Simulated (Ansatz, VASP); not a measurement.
**Two plane-wave programs on Pt**

INCAR

```
SYSTEM = Pt
PREC     = Accurate       ! precision mode
ENCUT    = 520            ! plane-wave cutoff, eV
EDIFF    = 1E-7           ! SCF threshold, eV
ISMEAR   = -1             ! smearing method
SIGMA    = 0.05           ! smearing width, eV
LREAL    = .False.        ! projectors in reciprocal space
LASPH    = .True.         ! aspherical terms in the spheres
NELM     = 150            ! most SCF steps
ALGO     = Normal         ! electronic algorithm
ISIF     = 2              ! what is computed and relaxed
LWAVE    = .False.        ! write WAVECAR
LCHARG   = .False.        ! write CHGCAR
ISPIN    = 2              ! spin polarisation
MAGMOM   = 1              ! initial moments
LORBIT   = 11             ! projections on sites
LMAXMIX  = 4              ! l up to which the mixer works
GGA      = PE             ! functional
NBANDS   = 15             ! bands
```

File KPOINTS:

```
regular mesh
0
Gamma
  22 22 22
  0 0 0
```

Contents of POSCAR:

```
Pt
1.0
    0.0000000000      1.9020346049      1.9020346049
    1.9020346049      0.0000000000      1.9020346049
    1.9020346049      1.9020346049      0.0000000000
Pt
1
Direct
    0.0000000000      0.0000000000      0.0000000000
```

Input for Ansatz:

```yaml
crystal:
  lattice:
    - [0.0, 1.9020346027, 1.9020346027]
    - [1.9020346027, 0.0, 1.9020346027]
    - [1.9020346027, 1.9020346027, 0.0]
  atoms:
    - { symbol: Pt, position: [0.0, 0.0, 0.0], spin: 1.0 }
hamiltonian:
  xc: pbe
  pseudopotentials:
    kind: paw
    azcp:
      Pt: "pseudopotentials/Pt.paw.azcp"
basis:
  ecutwfc: 420
  fft_grid_basis: typed
kpoints:
  mp_grid: { grid: [22, 22, 22], shift: [0, 0, 0] }
magnetization:
  spin_polarized: true
scf:
  occupations: { method: fermi_dirac, width: 0.05 }
output:
  stress: true
```

Alike in both runs: task single point; functional PBE; k mesh 22 × 22 × 22; occupations fermi-dirac, width 0.05 eV; collinear spin.

|  | VASP | Ansatz |
| --- | --- | --- |
| version | VASP 6.6.1 | Ansatz 0.2.0 |
| potentials or method | VASP PAW PBE potentials, release 64 (Pt), cutoff 520 eV | plane waves (420 eV) with PAW, scalar-relativistic |
| valence electrons in the cell | 10 | 18 |

```csv
,VASP,Ansatz,Ansatz less VASP
net moment per atom (μB),0.00,0.00,0.000
```

With one functional, cell and mesh, what is left measures potentials, basis and numerics. VASP's potentials hold 10 valence electrons a cell and Ansatz's 18, so a difference there can come from the potentials and not from the codes. Ansatz's warnings: seeded moment not kept.

Spin-orbit coupling is off throughout.
